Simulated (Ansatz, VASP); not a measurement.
## P in VASP and in Ansatz

Contents of INCAR:

```
ALGO = Normal ; EDIFF = 1E-8
ENCUT = 520 ; GGA = PE
ISIF = 2 ; ISMEAR = -1
LASPH = True ; LCHARG = False
LEFG = True ; LREAL = False
LWAVE = False ; NBANDS = 8
NELM = 60 ; PREC = Accurate
SIGMA = 0.08
```

File KPOINTS:

```
k-points
0
Gamma
  8 8 7
```

The input POSCAR:

```
P
1.0
    4.2729048574      0.0000000000      0.0000000000
    0.0000000000      4.2729048574      0.0000000000
    0.0000000000      0.0000000000      4.3780000000
P
1
Direct
    0.0000000000      0.0000000000      0.0000000000
```

Input for Ansatz:

```yaml
crystal:
  lattice:
    - [4.2729048574, 0.0, 0.0]
    - [0.0, 4.2729048574, 0.0]
    - [0.0, 0.0, 4.378]
  atoms:
    - { symbol: P, position: [0.0, 0.0, 0.0] }
kpoints:
  mp_grid: { grid: [8, 8, 7] }
scf:
  occupations: { method: fermi_dirac, width: 0.08 }
hamiltonian:
  xc: pbe
  pseudopotentials: { kind: paw }
output:
  forces: true
  stress: true
  eigenvalues: true
  efg: { contact_densities: true }
```

Alike in both runs: task electric field gradients; functional PBE; k mesh 8 × 8 × 7; occupations fermi-dirac, width 0.08 eV; no spin polarisation.

```csv
,VASP,Ansatz
version,VASP 6.6.1,Ansatz 0.2.0
potentials or method,"VASP PAW PBE potentials, release 64 (P)","PAW with Ansatz's default frozen-core files, scalar-relativistic"
plane-wave cutoff (eV),520,420
valence electrons in the cell,5,5
```

```tsv
	VASP	Ansatz	Ansatz less VASP
pressure (GPa)	-3.5	-3.5	+0.01
traceless stress, the component that is largest in VASP (GPa)	0.21	0.21	0.000
size of Vzz on the site where it differs most (V/Å²)	1.5	1.5	-0.02
```

With one functional, cell and mesh, what is left measures potentials, basis and numerics.
